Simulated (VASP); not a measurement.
Here is a VASP 6.6.1 calculation.

The input INCAR:

```
ALGO = Normal
EDIFF = 1E-6
ENCUT = 520
GGA = PE
ISIF = 2
ISMEAR = 0
LASPH = True
LCHARG = False
LREAL = False
LWAVE = False
NBANDS = 26
NELM = 60
PREC = Accurate
SIGMA = 0.05
```

The input KPOINTS:

```
k-points
0
Gamma
  12 12 4
```

Contents of POSCAR:

```
BN
1.0
    2.5545800960      0.0000000000      0.0000000000
   -1.2772900480      2.2123312591      0.0000000000
    0.0000000000      0.0000000000      8.4490290704
B N
4 4
Direct
    0.6666666667      0.3333333333      0.4999029273
    0.6666666667      0.3333333333      0.9999029273
    0.3333333333      0.6666666667      0.2499029273
    0.3333333333      0.6666666667      0.7499029273
    0.6666666667      0.3333333333      0.3125970727
    0.6666666667      0.3333333333      0.8125970727
    0.3333333333      0.6666666667      0.0625970727
    0.3333333333      0.6666666667      0.5625970727
```

Potentials or basis: VASP PAW PBE potentials, release 64 (B, N).

The run is started by

```console
$ cat potpaw_PBE.64/B/POTCAR potpaw_PBE.64/N/POTCAR > POTCAR
$ mpirun -np 1 vasp_std > vasp.out
```

(1) Predict the band gap on the k mesh.

(2) What does it give for the pressure?

Results:

(1) 5.21 eV.

(2) 0.2 GPa.
